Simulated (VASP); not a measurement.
# B2SbI3 (P-4m2) in VASP: further runs, part 2 of 2

VASP 6.6.1. Earlier steps stand in the parts before.

### 6 Relaxation of cell and atoms, PBE

This run uses another cell than the first one, of 31.62 Å³/atom.

INCAR

```
PREC = Accurate ; ENCUT = 600
EDIFF = 1E-6 ; ISMEAR = 0
SIGMA = 0.1 ; LREAL = F
LASPH = T ; NELM = 80
ALGO = Normal ; ISIF = 3
LWAVE = F ; LCHARG = F
GGA = PE ; IBRION = 2
NSW = 100 ; EDIFFG = -0.01
```

KPOINTS

```
regular mesh
0
Gamma
  10 10 4
```

POSCAR

```
B2SbI3
1.0
    4.2803769070      0.0000000000      0.0000000000
    0.0000000000      4.2803769070      0.0000000000
    0.0000000000      0.0000000000     10.3546204354
B Sb I
2 1 3
Direct
    0.0000000000      0.5000000000      0.5973802603
    0.5000000000      0.0000000000      0.4026197397
    0.0000000000      0.0000000000      0.0000000000
    0.0000000000      0.5000000000      0.3715984274
    0.5000000000      0.0000000000      0.6284015726
    0.5000000000      0.5000000000      0.0000000000
```

Potentials or basis: VASP PAW PBE potentials, release 64 (B, Sb, I).

The run is started by

```
$ cat potpaw_PBE.64/B/POTCAR potpaw_PBE.64/Sb/POTCAR potpaw_PBE.64/I/POTCAR > POTCAR
$ mpirun -np 1 vasp_std > vasp.out
```

OUTCAR:

```text
PREC = Accurate
   ENCUT = 600
   EDIFF = 1E-6
   ISMEAR = 0
   LREAL = F
   LASPH = T
   NELM = 80
   ISIF = 3
   GGA = PE
   IBRION = 2
   NSW = 100
   EDIFFG = -0.01

 ion  position               nearest neighbor table
   1  0.000  0.500  0.597-   4 2.34
   2  0.500  0.000  0.403-   5 2.34
   3  0.000  0.000  0.000-   6 3.03   6 3.03   6 3.03   6 3.03
   4  0.000  0.500  0.372-   1 2.34
   5  0.500  0.000  0.628-   2 2.34
[... 812 lines left out ...]
  -------------------------------------------------------------------------------------
  Total       -0.0119819     -0.0119819      0.0330678      0.0000000      0.0000000      0.0000000
  in kB       -0.1011112     -0.1011112      0.2790475      0.0000000      0.0000000      0.0000000
  external PRESSURE =       0.0256084 kB  Pullay stress =       0.0000000 kB

 VOLUME and BASIS-vectors are now :
 -----------------------------------------------------------------------------
  energy-cutoff  :      600.00
  volume of cell :      189.86
      direct lattice vectors                 reciprocal lattice vectors
     4.280153114  0.000000000  0.000000000     0.233636502  0.000000000  0.000000000
     0.000000000  4.280153114  0.000000000     0.000000000  0.233636502  0.000000000
    -0.000000000  0.000000000 10.363786094    -0.000000000  0.000000000  0.096489834

 POSITION                                       TOTAL-FORCE (eV/Angst)
 -----------------------------------------------------------------------------------
      4.28015      2.14008      6.19212        -0.000000      0.000000      0.007615
      2.14008      0.00000      4.17167         0.000000      0.000000     -0.007615
      0.00000      0.00000      0.00000         0.000000      0.000000      0.000000
      4.28015      2.14008      3.85068        -0.000000      0.000000      0.006517
      2.14008      0.00000      6.51311         0.000000      0.000000     -0.006517
      2.14008      2.14008      0.00000         0.000000     -0.000000      0.000000
 -----------------------------------------------------------------------------------
    total drift:                               -0.000000     -0.000000      0.000000

  FREE ENERGIE OF THE ION-ELECTRON SYSTEM (eV)
  ---------------------------------------------------
  free  energy   TOTEN  =       -14.6429839761 eV

  energy  without entropy=      -14.6257987981  energy(sigma->0) =      -14.63439139

 reached required accuracy - stopping structural energy minimisation
```

CONTCAR:

```text
B2SbI3
   1.00000000000000
     4.2801531140360982    0.0000000000000000    0.0000000000000000
     0.0000000000000000    4.2801531140360982    0.0000000000000000
    -0.0000000000000000    0.0000000000000000   10.3637860944707647
  B               Sb              I
     2     1     3
Direct
     1.0000000000000000    0.5000000000000000    0.5974765941131261
     0.5000000000000000    0.0000000000000000    0.4025234058868739
     0.0000000000000000    0.0000000000000000    0.0000000000000000
     1.0000000000000000    0.5000000000000000    0.3715510627050677
     0.5000000000000000    0.0000000000000000    0.6284489372949323
     0.5000000000000000    0.5000000000000000    0.0000000000000000

  0.00000000E+00  0.00000000E+00  0.00000000E+00
  0.00000000E+00  0.00000000E+00  0.00000000E+00
  0.00000000E+00  0.00000000E+00  0.00000000E+00
  0.00000000E+00  0.00000000E+00  0.00000000E+00
  0.00000000E+00  0.00000000E+00  0.00000000E+00
  0.00000000E+00  0.00000000E+00  0.00000000E+00
```

It took 6.4 min on 1 thread of Intel Xeon Platinum 8259CL at 2.50GHz (Skylake/Cascade Lake), shared host; peak memory 0.55 GiB.

Results:

| Property | Result |
| --- | --- |
| Free energy | -14.6430 eV |
| Relaxed volume | 31.64 Å³/atom |
| Relaxed cell | a = 4.280 Å, b = 4.280 Å, c = 10.364 Å, α = 90.00°, β = 90.00°, γ = 90.00° |
| Space group after relaxing (to 0.1 Å) | P-4m2 (No. 115) |
| Energy gained by relaxing | 0.0 meV/atom |
| Ionic steps | 2 |
| Pressure after relaxing | 0.0 GPa |
| Largest force after relaxing | 0.008 eV/Å |
| Band gap on the k mesh | zero (bands 16 and 17 overlap by 1.41 eV) |

Forces on the atoms (eV/Å):
```
B    0.000  0.000  0.008
B    0.000  0.000 -0.008
Sb   0.000  0.000  0.000
I    0.000  0.000  0.007
I    0.000  0.000 -0.007
I    0.000  0.000  0.000
```

Final structure:
```
CELL_PARAMETERS angstrom
4.28015 0.00000 0.00000
0.00000 4.28015 0.00000
0.00000 0.00000 10.36379
ATOMIC_POSITIONS crystal
B 0.00000 0.50000 0.59748
B 0.50000 0.00000 0.40252
Sb 0.00000 0.00000 0.00000
I 0.00000 0.50000 0.37155
I 0.50000 0.00000 0.62845
I 0.50000 0.50000 0.00000
```

Caveat: spin-orbit coupling is left out, which moves the levels of the heavy elements; this functional lacks dispersion, which binds layers or chains, so the pressure and a relaxed spacing across them are unreliable.

### 7 Summary

| task | cell | k mesh | cutoff (eV) | gap on the mesh (eV) | pressure (GPa) | relaxed volume (Å³/atom) | largest force (eV/Å) |
| --- | --- | --- | --- | --- | --- | --- | --- |
| single point | a = 4.372, b = 4.372, c = 9.631 Å, 6 atoms, atomic positions A | 4 × 4 × 2 | 520 | none | -2.7 | - | 0.52 |
| single point | a = 4.280, b = 4.280, c = 10.355 Å, 6 atoms, atomic positions B | 4 × 4 × 2 | 520 | none | 0.0 | - | - |
| relaxation of cell and atoms | relaxed from a = 4.372, b = 4.372, c = 9.631 Å, 6 atoms, atomic positions A | 4 × 4 × 2 | 600 | none | 0.1 | 31.37 | 0.01 |
| single point | a = 4.283, b = 4.283, c = 10.402 Å, 6 atoms, atomic positions C | 10 × 10 × 4 | 520 | none | 0.0 | - | - |
| relaxation of cell and atoms | relaxed from a = 4.280, b = 4.280, c = 10.355 Å, 6 atoms, atomic positions B | 10 × 10 × 4 | 600 | none | 0.0 | 31.64 | 0.01 |

Alike in all rows: level PBE; potentials or basis VASP PAW PBE potentials, release 64 (B, Sb, I); no spin polarisation; smearing gaussian 0.1 eV.

Caveats: some runs use coarse meshes; spin-orbit coupling is left out, which moves the levels of the heavy elements; this functional lacks dispersion, which binds layers or chains, so the pressure and a relaxed spacing across them are unreliable (at least some runs).

Total energies depend on the potentials used, so only differences within one code and one set of settings carry meaning.
